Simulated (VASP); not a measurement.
# Lu (Fd-3m) in VASP: notebook

Lu is run at these levels: PBEsol; tasks: single point.

All numbers are computed with VASP 6.6.1; they aren't measurements. Logs are shortened: lines on timing, memory, paths and dates and some standing lists are left out, and cuts for length are marked.

**1. The cell of the first run**

Symmetry: Fd-3m, No. 227, cubic system. The conventional cell has a = 7.176 Å, b = 7.176 Å, c = 7.176 Å, α = 90.00°, β = 90.00°, γ = 90.00°. Lu (site symmetry -43m) has 4 Lu at 3.11 Å within 4.1 Å.

This isn't the form of Lu at room conditions, which is hcp.

**2. Single point, PBEsol**

Contents of INCAR:

```
SYSTEM = Lu
ALGO = Normal ; EDIFF = 1E-7
ENCUT = 520 ; GGA = PS
ISIF = 2 ; ISMEAR = -1
LASPH = .TRUE. ; LCHARG = .FALSE.
LREAL = .FALSE. ; LWAVE = .FALSE.
NBANDS = 32 ; NELM = 60
PREC = Accurate ; SIGMA = 0.1
```

Contents of KPOINTS:

```
k-points
0
G
  8 8 8
  0 0 0
```

Contents of POSCAR:

```
Lu
1.0
    0.0000000000      3.5878717688      3.5878717688
    3.5878717688      0.0000000000      3.5878717688
    3.5878717688      3.5878717688      0.0000000000
Lu
2
Direct
    0.1250000000      0.1250000000      0.1250000000
    0.8750000000      0.8750000000      0.8750000000
```

Potentials or basis: VASP PAW PBE potentials, release 64 (Lu).

The run is started by

```console
cat potpaw_PBE.64/Lu/POTCAR > POTCAR
mpirun -np 1 vasp_std > vasp.out
```

OUTCAR:

```text
SYSTEM = Lu
   EDIFF = 1E-7
   ENCUT = 520
   GGA = PS
   ISIF = 2
   ISMEAR = -1
   LASPH = .TRUE.
   LREAL = .FALSE.
   NELM = 60
   PREC = Accurate

 ion  position               nearest neighbor table
   1  0.125  0.125  0.125-   2 3.11   2 3.11   2 3.11   2 3.11
   2  0.875  0.875  0.875-   1 3.11   1 3.11   1 3.11   1 3.11

  LATTYP: Found a face centered cubic cell.
 ALAT       =     7.1757435376

  Lattice vectors:

 A1 = (   0.0000000000,   3.5878717688,   3.5878717688)
 A2 = (   3.5878717688,   0.0000000000,   3.5878717688)
 A3 = (   3.5878717688,   3.5878717688,   0.0000000000)

Analysis of symmetry for initial positions (statically):
=====================================================================
 Subroutine PRICEL returns:
 Original cell was already a primitive cell.

 Routine SETGRP: Setting up the symmetry group for a
 face centered cubic supercell.

 Subroutine GETGRP returns: Found 48 space group operations
 (whereof 12 operations were pure point group operations)
 out of a pool of 48 trial point group operations.

The static configuration has the point symmetry D_3d.
 The point group associated with its full space group is O_h .

Analysis of symmetry for dynamics (positions and initial velocities):
=====================================================================
 Subroutine PRICEL returns:
 Original cell was already a primitive cell.

 Routine SETGRP: Setting up the symmetry group for a
 face centered cubic supercell.

 Subroutine GETGRP returns: Found 48 space group operations
 (whereof 12 operations were pure point group operations)
 out of a pool of 48 trial point group operations.

The dynamic configuration has the point symmetry D_3d.
 The point group associated with its full space group is O_h .

 Subroutine INISYM returns: Found 48 space group operations
 (whereof 12 operations are pure point group operations),
 and found     1 'primitive' translations

----------------------------------------------------------------------------------------

                                     Primitive cell

  volume of cell :      92.3721

  direct lattice vectors                    reciprocal lattice vectors
     0.000000000  3.587871769  3.587871769    -0.139358381  0.139358381  0.139358381
     3.587871769  0.000000000  3.587871769     0.139358381 -0.139358381  0.139358381
     3.587871769  3.587871769  0.000000000     0.139358381  0.139358381 -0.139358381

  length of vectors
     5.074016915  5.074016915  5.074016915     0.241375796  0.241375796  0.241375796

[... 73 lines left out ...]
   ICHARG =      2    charge: 1-file 2-atom 10-const
   ISPIN  =      1    spin polarized calculation?
   LNONCOLLINEAR =      F non collinear calculations
   LSORBIT =      F    spin-orbit coupling
   LASPH  =      T    aspherical Exc in radial PAW
   ENCUT  =  520.0 eV  38.22 Ry    6.18 a.u.   9.43  9.43  9.43*2*pi/ulx,y,z
   NELM   =     60;   NELMIN=  2; NELMDL= -5     # of ELM steps
   EDIFF  = 0.1E-06   stopping-criterion for ELM
   LREAL  =      F    real-space projection
   EDIFFG = 0.1E-05   stopping-criterion for IOM
   NSW    =      0    number of steps for IOM
   IBRION =     -1    ionic relax: 0-MD 1-quasi-New 2-CG
   NFREE  =      0    steps in history (QN), initial steepest desc. (CG)
   ISIF   =      2    stress and relaxation
   ISYM   =      2    0-nonsym 1-usesym 2-fastsym
   POTIM  = 0.5000    time-step for ionic-motion
   TEBEG  =    0.0;   TEEND  =   0.0 temperature during run
   PSTRESS=    0.0 pullay stress
   NELECT =      50.0000    total number of electrons
   NUPDOWN=      -1.0000    fix difference up-down
   EMIN   =  10.00;   EMAX   =-10.00  energy-range for DOS
   EFERMI =   0.00;   METHOD = LEGACY
   ISMEAR =    -1;   SIGMA  =   0.10  broadening in eV -4-tet -1-fermi 0-gaus
   EFERMI_NEDOS =   21; number of points for ismear=-14 and -15
   IALGO  =     38    algorithm
   IMIX   =      4    mixing-type and parameters
     AMIX     =   0.40;   BMIX     =  1.00
     AMIX_MAG =   1.60;   BMIX_MAG =  1.00
  volume/ion in A,a.u.               =      46.19       311.68
  Fermi-wavevector in a.u.,A,eV,Ry     =   1.334191  2.521255 24.219254  1.780065
  Thomas-Fermi vector in A             =   2.462991
   LORBIT       =      0    0 simple, 1 ext, 2 COOP (PROOUT), +10 PAW based schemes
   GGA     = PS    functional components
   LHFCALC =     F    Hartree Fock is set to
   AEXX    =    0.0000 exact exchange contribution
   IVDW    =     0    specifies the selected vdW correction
   LEPSILON=     F    determine dielectric tensor
   LRPA    =     F    only Hartree local field effects (RPA)
 non-spin polarized calculation
  energy-cutoff  :      520.00
  volume of cell :       92.37
 maximum number of plane-waves:      2514
 NGX is ok and might be reduce to    40
   NGX = 19   NGY = 19   NGZ = 19

 number of electron      50.0000001 magnetization

 Free energy of the ion-electron system (eV)
  ---------------------------------------------------
  ext. energy  EPLUGINS =         0.00000000
  ---------------------------------------------------
  free energy    TOTEN  =        -5.74985440 eV

  energy without entropy =       -5.60052211  energy(sigma->0) =       -5.67518825

 E-fermi :   0.0927     XC(G=0):  -8.5509

 val. band max:        0.0737146002   @ k =  -0.3750   0.2500   0.0000
 cond. band min:       0.1136226876   @ k =  -0.2500   0.1250   0.0000
 fundamental gap:      0.0399080874
 Fermi energy:         0.0926918337

 k-point     1 :       0.0000    0.0000    0.0000
  band No.  band energies     occupation
      1     -56.9779      2.00000
      2     -56.9008      2.00000
      3     -27.7558      2.00000
      4     -27.7558      2.00000
      5     -27.7558      2.00000
      6     -27.4033      2.00000
[... 829 lines left out ...]
     31       2.7772      0.00000
     32       4.0093      0.00000

 [... further k-points ...]
[... 5 lines left out ...]
  --------------------------------------------------------------------------------------
  -------------------------------------------------------------------------------------
  Total        0.0323907      0.0323907      0.0323907     -0.0000000     -0.0000000      0.0000000
  in kB        0.5618113      0.5618113      0.5618113     -0.0000000     -0.0000000      0.0000000
  external PRESSURE =       0.5618113 kB  Pullay stress =       0.0000000 kB

 VOLUME and BASIS-vectors are now :
 -----------------------------------------------------------------------------
  energy-cutoff  :      520.00
  volume of cell :       92.37
      direct lattice vectors                 reciprocal lattice vectors
     0.000000000  3.587871769  3.587871769    -0.139358381  0.139358381  0.139358381
     3.587871769  0.000000000  3.587871769     0.139358381 -0.139358381  0.139358381
     3.587871769  3.587871769  0.000000000     0.139358381  0.139358381 -0.139358381

 POSITION                                       TOTAL-FORCE (eV/Angst)
 -----------------------------------------------------------------------------------
      0.89697      0.89697      0.89697         0.000000      0.000000      0.000000
      6.27878      6.27878      6.27878        -0.000000     -0.000000     -0.000000
 -----------------------------------------------------------------------------------
    total drift:                                0.000000      0.000000     -0.000000

  FREE ENERGIE OF THE ION-ELECTRON SYSTEM (eV)
  ---------------------------------------------------
  free  energy   TOTEN  =        -5.7498543977 eV

  energy  without entropy=       -5.6005221098  energy(sigma->0) =       -5.67518825
```

OSZICAR:

```text
N       E                     dE             d eps       ncg     rms          rms(c)
DAV:   1     0.306117353204E+03    0.30612E+03   -0.19824E+04  2600   0.492E+03
DAV:   2     0.318121501707E+02   -0.27431E+03   -0.26504E+03  2064   0.587E+02
DAV:   3    -0.149333786114E+01   -0.33305E+02   -0.32597E+02  2656   0.129E+02
DAV:   4    -0.567490818816E+01   -0.41816E+01   -0.39861E+01  2864   0.294E+01
DAV:   5    -0.583872554909E+01   -0.16382E+00   -0.16334E+00  2880   0.586E+00    0.278E+00
DAV:   6    -0.575715265736E+01    0.81573E-01   -0.34143E-01  3104   0.570E+00    0.106E+00
DAV:   7    -0.574894737304E+01    0.82053E-02   -0.52784E-02  3064   0.109E+00    0.277E-01
DAV:   8    -0.574935237997E+01   -0.40501E-03   -0.57001E-03  2936   0.641E-01    0.135E-01
DAV:   9    -0.574985648679E+01   -0.50411E-03   -0.10610E-03  3040   0.182E-01    0.256E-02
DAV:  10    -0.574985500435E+01    0.14824E-05   -0.17554E-04  2656   0.874E-02    0.183E-02
DAV:  11    -0.574985550793E+01   -0.50358E-06   -0.27647E-05  2464   0.295E-02    0.848E-03
DAV:  12    -0.574985446562E+01    0.10423E-05   -0.53927E-06  2560   0.208E-02    0.929E-04
DAV:  13    -0.574985439767E+01    0.67954E-07   -0.17157E-07  2056   0.254E-03
   1 F= -.57498544E+01 E0= -.56751883E+01  d E =-.149332E+00
```

stdout:

```text
POSCAR found type information on POSCAR Lu
 POSCAR found :  1 types and       2 ions
 scaLAPACK will be used
 -----------------------------------------------------------------------------
|                                                                             |
|                                                                             |
|     You enforced a specific xc type in the INCAR file but a different       |
|     I HOPE YOU KNOW WHAT YOU ARE DOING!                                     |
|                                                                             |
 -----------------------------------------------------------------------------

 LDA part: xc-table for (Slater+PW92), standard interpolation
 POSCAR, INCAR and KPOINTS ok, starting setup
 FFT: planning ... GRIDC
 FFT: planning ... GRID_SOFT
 FFT: planning ... GRID
 WAVECAR not read
 entering main loop
```

It took 2.2 min on 1 thread of Oxide Virtual Turin-like, shared host; peak memory 0.24 GiB.

Results:

| Item | Value |
| --- | --- |
| Free energy | -5.7499 eV |
| Pressure | 0.1 GPa |
| Band gap on the k mesh | zero (bands 25 and 26 overlap by 1.19 eV) |

Caveat: the PAW data sets were made with another functional, which shifts forces and pressure a little; spin-orbit coupling is left out, which moves the levels of the heavy elements.

[end of part 1 of 2]

The gap in the log of VASP goes by the Fermi energy; the results here count the filled bands.